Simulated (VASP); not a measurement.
Here is a VASP 6.6.1 calculation.

Contents of INCAR:

```
SYSTEM = SiO2
PREC = Accurate ; ENCUT = 600
EDIFF = 1E-8 ; ISMEAR = 0
SIGMA = 0.01 ; LREAL = .FALSE.
LASPH = .TRUE. ; NELM = 60
ALGO = Normal ; ISIF = 3
LWAVE = .FALSE. ; LCHARG = .FALSE.
GGA = PE ; NBANDS = 25
IBRION = 6 ; NFREE = 2
POTIM = 0.015 ; NSW = 1
```

Contents of KPOINTS:

```
regular mesh
0
G
  6 6 6
  0 0 0
```

The input POSCAR:

```
SiO2
1.0
   -2.5148829811      2.5148829811      3.6880260206
    2.5148829811     -2.5148829811      3.6880260206
    2.5148829811      2.5148829811     -3.6880260206
Si O
2 4
Direct
    0.0000000000      0.0000000000      0.0000000000
    0.7500000000      0.2500000000      0.5000000000
    0.9666511996      0.6250000000      0.8416511996
    0.3750000000      0.2166511996      0.3416511996
    0.7833488004      0.1250000000      0.1583488004
    0.8750000000      0.0333488004      0.6583488004
```

Potentials or basis: VASP PAW PBE potentials, release 64 (Si, O).

Command:

```sh
$ cat potpaw_PBE.64/Si/POTCAR potpaw_PBE.64/O/POTCAR > POTCAR
$ mpirun -np 1 vasp_std > vasp.out
```

Q: Predict the Voigt bulk modulus.

A: 27 GPa.

Q: What does it give for the highest phonon frequency at Γ, LO-TO splitting left out?

A: 1099 cm⁻¹.

Elastic tensor in Voigt notation (GPa, in the Cartesian axes of the cell as first typed):
```
 86 -40  16   0   0   0
-40  86  16   0   0   0
 16  16  85   0   0   0
  0   0   0  26   0   0
  0   0   0   0  26   0
  0   0   0   0   0  30
```
